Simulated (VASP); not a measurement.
## Ir: single point with PBEsol

Crystal: Ir.

```
Ir
1.0
     2.71656    0.00000    0.00000
    -1.35828    2.35261    0.00000
     0.00000    0.00000    4.40769
Ir
2
Direct
  0.66667 0.33333 0.75000
  0.33333 0.66667 0.25000
```

```
Program                : VASP 6.6.1
Task                   : single point
Functional             : PBEsol
Potentials or basis    : VASP PAW PBE potentials, release 64 (Ir)
Cutoff                 : 520 eV
k mesh                 : 9 × 9 × 4
Occupations            : gaussian, width 0.1 eV
Spin                   : no spin polarisation
Dipole correction      : no
Further INCAR settings : ALGO = Normal; EDIFF = 1e-06; NBANDS = 16
```

```yaml
Pressure: 1.2 GPa
Band_gap_on_the_k_mesh: zero (band 9 reaches 11.39 eV, above the bottom of band 10 at 8.24 eV)
```

Levels at points of the mesh, in eV from the Fermi level:
```tsv
k point	band 6	band 7	band 8	band 9	band 10	band 11	band 12	band 13
(0.00, 0.00, 0.00)	-3.14	-3.14	-2.32	-2.32	-0.81	0.37	0.37	7.18
(0.00, 0.00, 0.50)	-3.93	-3.93	-3.93	-0.38	-0.38	-0.38	-0.38	13.70
```

It took 8.5 s on 1 thread of Intel(R) Xeon(R) Platinum 8488C (Sapphire Rapids) (shared host), peak memory 0.14 GiB.

Caveat: the PAW data sets were made with another functional, which shifts forces and pressure a little; spin-orbit coupling is left out, which moves the levels of the heavy elements.
